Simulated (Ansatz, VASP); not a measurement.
## Ru in VASP and in Ansatz

Contents of INCAR:

```
SYSTEM = Ru
PREC = Accurate ; ENCUT = 520
EDIFF = 1E-6 ; ISMEAR = -1
SIGMA = 0.1 ; LREAL = .False.
LASPH = .True. ; NELM = 60
ALGO = Normal ; ISIF = 2
LWAVE = .False. ; LCHARG = .False.
GGA = CA ; NBANDS = 36
```

File KPOINTS:

```
regular mesh
0
Gamma
  14 9 8
  0 0 0
```

POSCAR

```
Ru
1.0
   -1.3376082023      2.3168053671      0.0000000000
    0.0000000000      0.0000000000      4.2244496840
    4.0128246070      2.3168053671      0.0000000000
Ru
4
Direct
    0.5000000000      0.2500000000      0.1666666670
    0.0000000000      0.2500000000      0.6666666670
    0.0000000000      0.7500000000      0.3333333330
    0.5000000000      0.7500000000      0.8333333330
```

Input for Ansatz:

```yaml
crystal:
  lattice:
    - [-1.3376082023, 2.3168053671, 0.0]
    - [0.0, 0.0, 4.224449684]
    - [4.012824607, 2.3168053671, 0.0]
  atoms:
    - { symbol: Ru, position: [0.5, 0.25, 0.166666667] }
    - { symbol: Ru, position: [0.0, 0.25, 0.666666667] }
    - { symbol: Ru, position: [0.0, 0.75, 0.333333333] }
    - { symbol: Ru, position: [0.5, 0.75, 0.833333333] }
kpoints:
  mp_grid: { grid: [14, 9, 8] }
scf:
  occupations: { method: fermi_dirac, width: 0.1 }
hamiltonian:
  xc: lda
  pseudopotentials: { kind: paw }
output:
  forces: true
  stress: true
  eigenvalues: true
```

Alike in both runs: task single point; functional LDA; k mesh 14 × 9 × 8; occupations fermi-dirac, width 0.1 eV; no spin polarisation.

|  | VASP | Ansatz |
| --- | --- | --- |
| version | VASP 6.6.1 | Ansatz 0.2.0 |
| potentials or method | VASP PAW LDA potentials, release 64 (Ru_pv) | PAW with Ansatz's default frozen-core files, scalar-relativistic |
| plane-wave cutoff (eV) | 520 | 420 |
| valence electrons in the cell | 56 | 64 |

```tsv
	VASP	Ansatz	Ansatz less VASP
pressure (GPa)	1.0	0.1	-0.98
traceless stress, the component that is largest in VASP (GPa)	0.17	0.20	+0.029
rms of the force components (eV/Å)	0.006	0.006	-0.0002
```

LDA's correlation is that of Perdew and Zunger in VASP and of Perdew and Wang (1992) in Ansatz. Atom by atom the forces differ by 0.000 eV/Å (rms over components). VASP's potentials hold 56 valence electrons a cell and Ansatz's 64, so a difference there can come from the potentials and not from the codes.
